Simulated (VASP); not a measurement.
# GdO (Pm-3m) in VASP: notebook

The runs below take GdO through single point, with r2SCAN+U.

Everything below comes from runs of VASP 6.6.1. Logs are shortened: lines on timing, memory, paths and dates and some standing lists are left out, and cuts for length are marked.

## (1) The cell of the first run

It takes space group Pm-3m (No. 221, cubic). Conventional cell: a = 2.802 Å, b = 2.802 Å, c = 2.802 Å, α = 90.00°, β = 90.00°, γ = 90.00°. Within 3.2 Å of Gd (site symmetry m-3m) lie 8 O at 2.43 Å and 6 Gd at 2.80 Å. Within 3.2 Å of O (site symmetry m-3m) lie 8 Gd at 2.43 Å and 6 O at 2.80 Å.

## (2) Single point, r2SCAN+U, collinear spin, ferromagnetic start

POSCAR

```
GdO
1.0
    2.8018137600      0.0000000000      0.0000000000
    0.0000000000      2.8018137600      0.0000000000
    0.0000000000      0.0000000000      2.8018137600
Gd O
1 1
Direct
    0.0000000000      0.0000000000      0.0000000000
    0.5000000000      0.5000000000      0.5000000000
```

INCAR.step1

```
  PREC = Accurate
  ENCUT = 520
  ISMEAR = -1
  SIGMA = 0.05
  LREAL = False
  LASPH = True
  NELM = 150
  ISPIN = 2
  MAGMOM = 7 0
  LMAXMIX = 6
  LDAU = True
  LDAUTYPE = 2
  LDAUL = 3 -1
  LDAUU = 6 0
  LDAUJ = 0 0
  NBANDS = 23
  GGA = PE
  ALGO = Normal
  EDIFF = 1E-4
  LWAVE = True
  LCHARG = False
```

INCAR.step2

```
  PREC = Accurate
  ENCUT = 520
  EDIFF = 1E-6
  ISMEAR = -1
  SIGMA = 0.05
  LREAL = False
  LASPH = True
  NELM = 150
  ALGO = Normal
  ISIF = 2
  LWAVE = False
  LCHARG = False
  ISPIN = 2
  MAGMOM = 7 0
  LORBIT = 11
  LMAXMIX = 6
  LDAU = True
  LDAUTYPE = 2
  LDAUL = 3 -1
  LDAUU = 6 0
  LDAUJ = 0 0
  LDAUPRINT = 1
  METAGGA = R2SCAN
  LMIXTAU = True
  NBANDS = 23
  ISTART = 1
```

KPOINTS

```
Automatic mesh
0
Gamma
  9 9 9
```

Potentials or basis: VASP PAW PBE potentials, release 64 (Gd, O).

On the command line:

```bash
$ cat potpaw_PBE.64/Gd/POTCAR potpaw_PBE.64/O/POTCAR > POTCAR
$ cp INCAR.step1 INCAR
$ mpirun -np 1 vasp_std > vasp.out
$ cp INCAR.step2 INCAR
$ mpirun -np 1 vasp_std > vasp.out
```

OUTCAR:

```text
PREC = Accurate
   ENCUT = 520
   EDIFF = 1E-6
   ISMEAR = -1
   LREAL = False
   LASPH = True
   NELM = 150
   ISIF = 2
   ISPIN = 2
   LORBIT = 11
   METAGGA = R2SCAN
   ISTART = 1

 ion  position               nearest neighbor table
   1  0.000  0.000  0.000-   2 2.43   2 2.43   2 2.43   2 2.43   2 2.43   2 2.43   2 2.43   2 2.43

   2  0.500  0.500  0.500-   1 2.43   1 2.43   1 2.43   1 2.43   1 2.43   1 2.43   1 2.43   1 2.43

  LATTYP: Found a simple cubic cell.
 ALAT       =     2.8018137600

  Lattice vectors:

 A1 = (   2.8018137600,   0.0000000000,   0.0000000000)
 A2 = (   0.0000000000,   2.8018137600,   0.0000000000)
 A3 = (   0.0000000000,   0.0000000000,   2.8018137600)

Analysis of symmetry for initial positions (statically):
=====================================================================
 Subroutine PRICEL returns:
 Original cell was already a primitive cell.

 Routine SETGRP: Setting up the symmetry group for a
 simple cubic supercell.

 Subroutine GETGRP returns: Found 48 space group operations
 (whereof 48 operations were pure point group operations)
 out of a pool of 48 trial point group operations.

The static configuration has the point symmetry O_h .

Analysis of symmetry for dynamics (positions and initial velocities):
=====================================================================
 Subroutine PRICEL returns:
 Original cell was already a primitive cell.

 Routine SETGRP: Setting up the symmetry group for a
 simple cubic supercell.

 Subroutine GETGRP returns: Found 48 space group operations
 (whereof 48 operations were pure point group operations)
 out of a pool of 48 trial point group operations.

[... 188 lines left out ...]
  o =  0.0163  v =  0.0000  0.0000  0.0000  0.0000  0.0000  0.0000  0.0000 -0.0000  1.0000 -0.0000  0.0000 -0.0000 -0.0000  0.0000      0.0000  0.0000  0.0000  0.0000  0.0000  0.0000  0.0000  0.0000  0.0000  0.0000  0.0000  0.0000  0.0000  0.0000
  o =  0.9919  v =  0.6124 -0.0000 -0.7906  0.0000 -0.0004  0.0004 -0.0003  0.0000  0.0000  0.0000  0.0000  0.0000  0.0000  0.0000      0.0000  0.0000  0.0000  0.0000  0.0000  0.0000  0.0000  0.0000  0.0000  0.0000  0.0000  0.0000  0.0000  0.0000
  o =  0.9919  v = -0.0003 -0.0000  0.0004 -0.0000 -0.7903 -0.0241 -0.6122  0.0000  0.0000  0.0000  0.0000  0.0000  0.0000  0.0000      0.0000  0.0000  0.0000  0.0000  0.0000  0.0000  0.0000  0.0000  0.0000  0.0000  0.0000  0.0000  0.0000  0.0000
  o =  0.9919  v = -0.0003  0.0000  0.0003 -0.0000 -0.0190  0.9997 -0.0147  0.0000  0.0000  0.0000  0.0000  0.0000  0.0000  0.0000      0.0000  0.0000  0.0000  0.0000  0.0000  0.0000  0.0000  0.0000  0.0000  0.0000  0.0000  0.0000  0.0000  0.0000
  o =  0.9930  v =  0.7906  0.0000  0.6124 -0.0002  0.0003  0.0000 -0.0004  0.0000  0.0000  0.0000  0.0000  0.0000  0.0000  0.0000      0.0000  0.0000  0.0000  0.0000  0.0000  0.0000  0.0000  0.0000  0.0000  0.0000  0.0000  0.0000  0.0000  0.0000
  o =  0.9930  v =  0.0001 -0.0000  0.0001  1.0000 -0.0011  0.0000  0.0014  0.0000  0.0000  0.0000  0.0000  0.0000  0.0000  0.0000      0.0000  0.0000  0.0000  0.0000  0.0000  0.0000  0.0000  0.0000  0.0000  0.0000  0.0000  0.0000  0.0000  0.0000
  o =  0.9930  v =  0.0004 -0.0000  0.0003 -0.0018 -0.6124  0.0000  0.7906  0.0000  0.0000  0.0000  0.0000  0.0000  0.0000  0.0000      0.0000  0.0000  0.0000  0.0000  0.0000  0.0000  0.0000  0.0000  0.0000  0.0000  0.0000  0.0000  0.0000  0.0000
  o =  1.0020  v =  0.0000 -1.0000  0.0000 -0.0000  0.0000  0.0000  0.0000  0.0000  0.0000  0.0000  0.0000  0.0000  0.0000  0.0000      0.0000  0.0000  0.0000  0.0000  0.0000  0.0000  0.0000  0.0000  0.0000  0.0000  0.0000  0.0000  0.0000  0.0000

 number of electron      24.0000000 magnetization       7.6059288

 Free energy of the ion-electron system (eV)
  ---------------------------------------------------
  ext. energy  EPLUGINS =         0.00000000
  ---------------------------------------------------
  free energy    TOTEN  =       -50.93143681 eV

  energy without entropy =      -50.92914471  energy(sigma->0) =      -50.93029076

 E-fermi :   8.7633     XC(G=0): -14.3860

 val. band max:        8.7155832333   @ k =   0.2222   0.1111   0.1111
 cond. band min:       8.9348379467   @ k =   0.4444   0.1111   0.0000
 fundamental gap:      0.2192547134
 Fermi energy:         8.7633020124

 spin component 1

 k-point     1 :       0.0000    0.0000    0.0000
  band No.  band energies     occupation
      1     -39.4049      1.00000
      2     -14.7085      1.00000
      3     -14.7085      1.00000
      4     -14.7085      1.00000
      5     -13.7433      1.00000
      6      -0.0474      1.00000
[... 1241 lines left out ...]
     22      26.8248      0.00000
     23      28.3232      0.00000

 [... further k-points ...]
[... 5 lines left out ...]
  --------------------------------------------------------------------------------------
  -------------------------------------------------------------------------------------
  Total        7.2668191      7.2668191      7.2668191      0.0000000     -0.0000000     -0.0000000
  in kB      529.3429592    529.3429592    529.3429592      0.0000000     -0.0000000     -0.0000000
  external PRESSURE =     529.3429592 kB  Pullay stress =       0.0000000 kB

 VOLUME and BASIS-vectors are now :
 -----------------------------------------------------------------------------
  energy-cutoff  :      520.00
  volume of cell :       21.99
      direct lattice vectors                 reciprocal lattice vectors
     2.801813760  0.000000000  0.000000000     0.356911660  0.000000000  0.000000000
     0.000000000  2.801813760  0.000000000     0.000000000  0.356911660  0.000000000
     0.000000000  0.000000000  2.801813760     0.000000000  0.000000000  0.356911660

 POSITION                                       TOTAL-FORCE (eV/Angst)
 -----------------------------------------------------------------------------------
      0.00000      0.00000      0.00000         0.000000      0.000000      0.000000
      1.40091      1.40091      1.40091         0.000000      0.000000      0.000000
 -----------------------------------------------------------------------------------
    total drift:                                0.000000      0.000000     -0.000000

  FREE ENERGIE OF THE ION-ELECTRON SYSTEM (eV)
  ---------------------------------------------------
  free  energy   TOTEN  =       -50.9314368098 eV

  energy  without entropy=      -50.9291447068  energy(sigma->0) =      -50.93029076

 total charge

# of ion       s       p       d       f       tot
--------------------------------------------------
    1        2.041   5.665   0.948   6.997  15.652
    2        1.561   3.560   0.000   0.000   5.121
--------------------------------------------------
tot          3.603   9.225   0.948   6.997  20.773

 magnetization (x)

# of ion       s       p       d       f       tot
--------------------------------------------------
    1        0.004  -0.122   0.398   6.901   7.181
    2       -0.003  -0.044   0.000   0.000  -0.047
--------------------------------------------------
tot          0.001  -0.166   0.398   6.901   7.134
```

Wall time 77 s (1 thread of Intel Xeon 6975P-C (Granite Rapids), shared host); peak memory 0.18 GiB.

Results:

- Free energy: -50.9314 eV
- Pressure: 52.9 GPa
- Net moment: 7.61 μB per cell
- Site moments: Gd +7.18; O -0.05 μB
- Valence electrons inside the program's atomic spheres: Gd 15.65; O 5.12

Levels at points of the mesh, in eV from the Fermi level:
Spin up:
| k point | band 14 | band 15 | band 16 | band 17 | band 18 | band 19 |
| --- | --- | --- | --- | --- | --- | --- |
| (0.00, 0.00, 0.00) | -4.64 | -4.64 | -4.00 | -4.00 | 2.95 | 7.56 |
Spin down:
```tsv
k point	band 5	band 6	band 7	band 8	band 9	band 10	band 11	band 12
(0.00, 0.00, 0.00)	-20.62	-4.85	-4.85	-4.85	-1.91	-1.91	4.10	4.10
```

Eigenvalues of the final occupation matrices:
```tsv
site	spin	trace	eigenvalues
site 1 f	1	6.96	0.99 0.99 0.99 0.99 0.99 0.99 1.00
site 1 f	2	0.05	0.00 0.00 0.00 0.01 0.01 0.01 0.02
```

Caveat: the PAW data sets were made with another functional, which shifts forces and pressure a little; spin-orbit coupling is left out, which moves the levels of the heavy elements; a cell with one magnetic atom can't hold antiferromagnetic order, which such compounds often take.

## (3) Single point, r2SCAN+U, collinear spin, ferromagnetic start

POSCAR is that of step 2.

INCAR.step1

```
SYSTEM = GdO
PREC = Accurate ; ENCUT = 520
ISMEAR = -1 ; SIGMA = 0.05
LREAL = .False. ; LASPH = .True.
NELM = 150 ; ISPIN = 2
MAGMOM = 7 0 ; LMAXMIX = 6
LDAU = .True. ; LDAUTYPE = 2
LDAUL = 3 -1 ; LDAUU = 8 0
LDAUJ = 0 0 ; NBANDS = 23
GGA = PE ; ALGO = Normal
EDIFF = 1E-4 ; LWAVE = .True.
LCHARG = .False.
```

INCAR.step2

```
SYSTEM = GdO
PREC = Accurate ; ENCUT = 520
EDIFF = 1E-6 ; ISMEAR = -1
SIGMA = 0.05 ; LREAL = .False.
LASPH = .True. ; NELM = 150
ALGO = Normal ; ISIF = 2
LWAVE = .False. ; LCHARG = .False.
ISPIN = 2 ; MAGMOM = 7 0
LORBIT = 11 ; LMAXMIX = 6
LDAU = .True. ; LDAUTYPE = 2
LDAUL = 3 -1 ; LDAUU = 8 0
LDAUJ = 0 0 ; LDAUPRINT = 1
METAGGA = R2SCAN ; LMIXTAU = .True.
NBANDS = 23 ; ISTART = 1
```

KPOINTS

```
Automatic mesh
0
Gamma
  9 9 9
  0 0 0
```

Potentials or basis: VASP PAW PBE potentials, release 64 (Gd, O).

On the command line:

```bash
$ cat potpaw_PBE.64/Gd/POTCAR potpaw_PBE.64/O/POTCAR > POTCAR
$ cp INCAR.step1 INCAR
$ mpirun -np 1 vasp_std > vasp.out
$ cp INCAR.step2 INCAR
$ mpirun -np 1 vasp_std > vasp.out
```

OUTCAR:

```text
SYSTEM = GdO
   PREC = Accurate
   ENCUT = 520
   EDIFF = 1E-6
   ISMEAR = -1
   LREAL = .False.
   LASPH = .True.
   NELM = 150
   ISIF = 2
   ISPIN = 2
   LORBIT = 11
   METAGGA = R2SCAN
   ISTART = 1

 ion  position               nearest neighbor table
   1  0.000  0.000  0.000-   2 2.43   2 2.43   2 2.43   2 2.43   2 2.43   2 2.43   2 2.43   2 2.43

   2  0.500  0.500  0.500-   1 2.43   1 2.43   1 2.43   1 2.43   1 2.43   1 2.43   1 2.43   1 2.43

  LATTYP: Found a simple cubic cell.
 ALAT       =     2.8018137600

  Lattice vectors:

 A1 = (   2.8018137600,   0.0000000000,   0.0000000000)
 A2 = (   0.0000000000,   2.8018137600,   0.0000000000)
 A3 = (   0.0000000000,   0.0000000000,   2.8018137600)

Analysis of symmetry for initial positions (statically):
=====================================================================
 Subroutine PRICEL returns:
 Original cell was already a primitive cell.

 Routine SETGRP: Setting up the symmetry group for a
 simple cubic supercell.

 Subroutine GETGRP returns: Found 48 space group operations
 (whereof 48 operations were pure point group operations)
 out of a pool of 48 trial point group operations.

The static configuration has the point symmetry O_h .

Analysis of symmetry for dynamics (positions and initial velocities):
=====================================================================
 Subroutine PRICEL returns:
 Original cell was already a primitive cell.

 Routine SETGRP: Setting up the symmetry group for a
 simple cubic supercell.

 Subroutine GETGRP returns: Found 48 space group operations
 (whereof 48 operations were pure point group operations)
 out of a pool of 48 trial point group operations.

The dynamic configuration has the point symmetry O_h .

Analysis of structural, dynamic, and magnetic symmetry:
=====================================================================
 Subroutine PRICEL returns:
 Original cell was already a primitive cell.

 Routine SETGRP: Setting up the symmetry group for a
 simple cubic supercell.

[... 164 lines left out ...]
  0.0011  0.0000  0.0047  0.0000 -0.0000 -0.0000 -0.0000
 -0.0000 -0.0000  0.0000  0.0061  0.0000  0.0000 -0.0000
 -0.0000 -0.0000 -0.0000  0.0000  0.0047 -0.0000 -0.0011
  0.0000  0.0000 -0.0000  0.0000 -0.0000  0.0039 -0.0000
 -0.0000  0.0000 -0.0000 -0.0000 -0.0011 -0.0000  0.0053

 occupancies and eigenvectors

  o =  0.0039  v =  0.0000  0.0000  0.0000  0.0000  0.0000  0.0000  0.0000  0.0013  0.0000 -0.0017 -0.0000  0.7906  0.0004  0.6124      0.0000  0.0000  0.0000  0.0000  0.0000  0.0000  0.0000  0.0000  0.0000  0.0000  0.0000  0.0000  0.0000  0.0000
  o =  0.0039  v =  0.0000  0.0000  0.0000  0.0000  0.0000  0.0000  0.0000  0.6124  0.0000 -0.7906  0.0000 -0.0017 -0.0056 -0.0013      0.0000  0.0000  0.0000  0.0000  0.0000  0.0000  0.0000  0.0000  0.0000  0.0000  0.0000  0.0000  0.0000  0.0000
  o =  0.0039  v =  0.0000  0.0000  0.0000  0.0000  0.0000  0.0000  0.0000  0.0034  0.0000 -0.0044 -0.0000 -0.0003  1.0000 -0.0002      0.0000  0.0000  0.0000  0.0000  0.0000  0.0000  0.0000  0.0000  0.0000  0.0000  0.0000  0.0000  0.0000  0.0000
  o =  0.0061  v =  0.0000  0.0000  0.0000  0.0000  0.0000  0.0000  0.0000 -0.0007  0.0000 -0.0005  1.0000 -0.0019  0.0000  0.0025      0.0000  0.0000  0.0000  0.0000  0.0000  0.0000  0.0000  0.0000  0.0000  0.0000  0.0000  0.0000  0.0000  0.0000
  o =  0.0061  v =  0.0000  0.0000  0.0000  0.0000  0.0000  0.0000  0.0000  0.0084 -0.0000  0.0065 -0.0032 -0.6123 -0.0000  0.7905      0.0000  0.0000  0.0000  0.0000  0.0000  0.0000  0.0000  0.0000  0.0000  0.0000  0.0000  0.0000  0.0000  0.0000
  o =  0.0061  v =  0.0000  0.0000  0.0000  0.0000  0.0000  0.0000  0.0000  0.7905 -0.0000  0.6123  0.0009  0.0065 -0.0000 -0.0084      0.0000  0.0000  0.0000  0.0000  0.0000  0.0000  0.0000  0.0000  0.0000  0.0000  0.0000  0.0000  0.0000  0.0000
  o =  0.0147  v =  0.0000  0.0000  0.0000  0.0000  0.0000  0.0000  0.0000 -0.0000  1.0000  0.0000 -0.0000 -0.0000 -0.0000  0.0000      0.0000  0.0000  0.0000  0.0000  0.0000  0.0000  0.0000  0.0000  0.0000  0.0000  0.0000  0.0000  0.0000  0.0000
  o =  0.9926  v =  0.0000 -0.0000 -0.0000 -0.0000 -0.3812  0.8761 -0.2953  0.0000  0.0000  0.0000  0.0000  0.0000  0.0000  0.0000      0.0000  0.0000  0.0000  0.0000  0.0000  0.0000  0.0000  0.0000  0.0000  0.0000  0.0000  0.0000  0.0000  0.0000
  o =  0.9926  v =  0.0000  0.0000  0.0000 -0.0000  0.6926  0.4822  0.5365  0.0000  0.0000  0.0000  0.0000  0.0000  0.0000  0.0000      0.0000  0.0000  0.0000  0.0000  0.0000  0.0000  0.0000  0.0000  0.0000  0.0000  0.0000  0.0000  0.0000  0.0000
  o =  0.9926  v =  0.6124  0.0000 -0.7906 -0.0000 -0.0000  0.0000  0.0000  0.0000  0.0000  0.0000  0.0000  0.0000  0.0000  0.0000      0.0000  0.0000  0.0000  0.0000  0.0000  0.0000  0.0000  0.0000  0.0000  0.0000  0.0000  0.0000  0.0000  0.0000
  o =  0.9941  v =  0.0000 -0.0000 -0.0000  0.0823  0.6103  0.0000 -0.7879  0.0000  0.0000  0.0000  0.0000  0.0000  0.0000  0.0000      0.0000  0.0000  0.0000  0.0000  0.0000  0.0000  0.0000  0.0000  0.0000  0.0000  0.0000  0.0000  0.0000  0.0000
  o =  0.9941  v = -0.7906  0.0000 -0.6124 -0.0000 -0.0000  0.0000  0.0000  0.0000  0.0000  0.0000  0.0000  0.0000  0.0000  0.0000      0.0000  0.0000  0.0000  0.0000  0.0000  0.0000  0.0000  0.0000  0.0000  0.0000  0.0000  0.0000  0.0000  0.0000
  o =  0.9941  v =  0.0000  0.0000  0.0000  0.9966 -0.0504  0.0000  0.0650  0.0000  0.0000  0.0000  0.0000  0.0000  0.0000  0.0000      0.0000  0.0000  0.0000  0.0000  0.0000  0.0000  0.0000  0.0000  0.0000  0.0000  0.0000  0.0000  0.0000  0.0000
  o =  1.0026  v =  0.0000 -1.0000 -0.0000  0.0000  0.0000 -0.0000  0.0000  0.0000  0.0000  0.0000  0.0000  0.0000  0.0000  0.0000      0.0000  0.0000  0.0000  0.0000  0.0000  0.0000  0.0000  0.0000  0.0000  0.0000  0.0000  0.0000  0.0000  0.0000

 number of electron      24.0000000 magnetization       7.6126089

 Free energy of the ion-electron system (eV)
  ---------------------------------------------------
  ext. energy  EPLUGINS =         0.00000000
  ---------------------------------------------------
  free energy    TOTEN  =       -50.84433144 eV

  energy without entropy =      -50.84203342  energy(sigma->0) =      -50.84318243

 E-fermi :   8.7554     XC(G=0): -14.3835

 val. band max:        8.6818645918   @ k =   0.2222   0.1111   0.1111
 cond. band min:       8.9554746348   @ k =   0.4444   0.1111   0.0000
 fundamental gap:      0.2736100430
 Fermi energy:         8.7553715563

 spin component 1

 k-point     1 :       0.0000    0.0000    0.0000
  band No.  band energies     occupation
      1     -39.3915      1.00000
      2     -14.7015      1.00000
      3     -14.7015      1.00000
      4     -14.7015      1.00000
      5     -13.7260      1.00000
      6      -0.9838      1.00000
[... 1241 lines left out ...]
     22      26.9396      0.00000
     23      28.4491      0.00000

 [... further k-points ...]
[... 5 lines left out ...]
  --------------------------------------------------------------------------------------
  -------------------------------------------------------------------------------------
  Total        7.3251722      7.3251722      7.3251722     -0.0000000     -0.0000000      0.0000000
  in kB      533.5936239    533.5936239    533.5936239     -0.0000000     -0.0000000      0.0000000
  external PRESSURE =     533.5936239 kB  Pullay stress =       0.0000000 kB

 VOLUME and BASIS-vectors are now :
 -----------------------------------------------------------------------------
  energy-cutoff  :      520.00
  volume of cell :       21.99
      direct lattice vectors                 reciprocal lattice vectors
     2.801813760  0.000000000  0.000000000     0.356911660  0.000000000  0.000000000
     0.000000000  2.801813760  0.000000000     0.000000000  0.356911660  0.000000000
     0.000000000  0.000000000  2.801813760     0.000000000  0.000000000  0.356911660

 POSITION                                       TOTAL-FORCE (eV/Angst)
 -----------------------------------------------------------------------------------
      0.00000      0.00000      0.00000         0.000000      0.000000      0.000000
      1.40091      1.40091      1.40091         0.000000      0.000000      0.000000
 -----------------------------------------------------------------------------------
    total drift:                                0.000000      0.000000     -0.000000

  FREE ENERGIE OF THE ION-ELECTRON SYSTEM (eV)
  ---------------------------------------------------
  free  energy   TOTEN  =       -50.8443314353 eV

  energy  without entropy=      -50.8420334150  energy(sigma->0) =      -50.84318243

 total charge

# of ion       s       p       d       f       tot
--------------------------------------------------
    1        2.041   5.666   0.948   6.998  15.653
    2        1.561   3.561   0.000   0.000   5.122
--------------------------------------------------
tot          3.603   9.227   0.948   6.998  20.776

 magnetization (x)

# of ion       s       p       d       f       tot
--------------------------------------------------
    1        0.004  -0.124   0.401   6.912   7.193
    2       -0.004  -0.051   0.000   0.000  -0.056
--------------------------------------------------
tot          0.000  -0.175   0.401   6.912   7.138
```

Run time: 67 s. Hardware: 1 thread of Intel Xeon 6975P-C (Granite Rapids), shared host; peak memory 0.18 GiB.

Results:

| Item | Value |
| --- | --- |
| Free energy | -50.8443 eV |
| Pressure | 53.4 GPa |
| Net moment | 7.61 μB per cell |
| Site moments | Gd +7.19; O -0.06 μB |
| Valence electrons inside the program's atomic spheres | Gd 15.65; O 5.12 |

Levels at points of the mesh, in eV from the Fermi level:
Spin up:
| k point | band 13 | band 14 | band 15 | band 16 | band 17 | band 18 | band 19 | band 20 |
| --- | --- | --- | --- | --- | --- | --- | --- | --- |
| (0.00, 0.00, 0.00) | -4.68 | -4.68 | -4.68 | -3.99 | -3.99 | 2.96 | 7.57 | 7.57 |
Spin down:
```csv
k point,band 4,band 5,band 6,band 7,band 8,band 9,band 10,band 11,band 12,band 13
"(0.00, 0.00, 0.00)",-20.59,-20.59,-4.82,-4.82,-4.82,-1.90,-1.90,5.03,5.11,5.11
```

Eigenvalues of the final occupation matrices:
| site | spin | trace | eigenvalues |
| --- | --- | --- | --- |
| site 1 f | 1 | 6.96 | 0.99 0.99 0.99 0.99 0.99 0.99 1.00 |
| site 1 f | 2 | 0.04 | 0.00 0.00 0.00 0.01 0.01 0.01 0.01 |

Caveat: the PAW data sets were made with another functional, which shifts forces and pressure a little; spin-orbit coupling is left out, which moves the levels of the heavy elements; a cell with one magnetic atom can't hold antiferromagnetic order, which such compounds often take. The state reached can hang on the start; a lower one may exist.
